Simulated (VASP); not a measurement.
Crystal: GaSb.

```
Ga Sb
1.0
     4.56673    0.00000    0.00000
     0.00000    4.56673    0.00000
     0.00000    0.00000    4.99299
Ga Sb
2 2
Cartesian
  0.0000 0.0000 2.4965
  2.2834 2.2834 2.4965
  2.2834 0.0000 0.8405
  0.0000 2.2834 4.1525
```

The cell was generated, and may not be a known phase.

| Quantity | Value |
| --- | --- |
| Program | VASP 6.6.1 |
| Task | relaxation of cell and atoms |
| Functional | PBE |
| Potentials or basis | VASP PAW PBE potentials, release 64 (Ga_d, Sb) |
| Cutoff | 600 eV |
| k mesh | 10 × 10 × 10 |
| Occupations | gaussian, width 0.1 eV |
| Spin | no spin polarisation |

At the start: pressure 0.3 GPa; volume 26.03 Å³/atom.

Problem. How do energy, volume and symmetry change on relaxing?

Solution. Over 21 steps the energy falls by 2.5 meV/atom and the volume is 25.78 Å³/atom (-1.0 %); space group P4/nmm (No. 129, to 0.1 Å) before and after.

Step by step:
| step | energy change (eV) | largest force (eV/Å) | pressure (GPa) | volume (Å³) |
| --- | --- | --- | --- | --- |
| 1 | 0.0000 | 0.2048 | 0.27 | 104.13 |
| 2 | -0.0045 | 0.1127 | -0.18 | 104.79 |
| 3 | -0.0053 | 0.0527 | -0.47 | 105.24 |
| 4 | -0.0086 | 0.0278 | -0.24 | 104.45 |
| 5 | -0.0096 | 0.0078 | -0.05 | 103.84 |
| 6 | -0.0096 | 0.0047 | -0.02 | 103.75 |
| 7 | -0.0096 | 0.0056 | -0.03 | 103.78 |
| 8 | -0.0096 | 0.0106 | 0.00 | 103.72 |
| 9 | -0.0096 | 0.0165 | 0.03 | 103.64 |
| 10 | -0.0097 | 0.0174 | 0.02 | 103.65 |
| 11 | -0.0097 | 0.0170 | 0.02 | 103.65 |
| 12 | -0.0098 | 0.0164 | -0.03 | 103.66 |
| 13 | -0.0098 | 0.0153 | -0.10 | 103.68 |
| 14 | -0.0098 | 0.0158 | -0.08 | 103.67 |
| 15 | -0.0098 | 0.0163 | -0.06 | 103.65 |
| 16 | -0.0099 | 0.0181 | -0.05 | 103.56 |
| 17 | -0.0099 | 0.0214 | -0.02 | 103.38 |
| 18 | -0.0099 | 0.0282 | 0.06 | 103.03 |
| 19 | -0.0100 | 0.0249 | 0.02 | 103.22 |
| 20 | -0.0100 | 0.0201 | 0.01 | 103.19 |
| 21 | -0.0101 | 0.0060 | -0.02 | 103.10 |

Final structure:
```
Ga Sb
1.0
     4.55540    0.00000    0.00000
     0.00000    4.55540    0.00000
     0.00000    0.00000    4.96839
Ga Sb
2 2
Direct
  0.00000 0.00000 0.50000
  0.50000 0.50000 0.50000
  0.50000 0.00000 0.15733
  0.00000 0.50000 0.84267
```
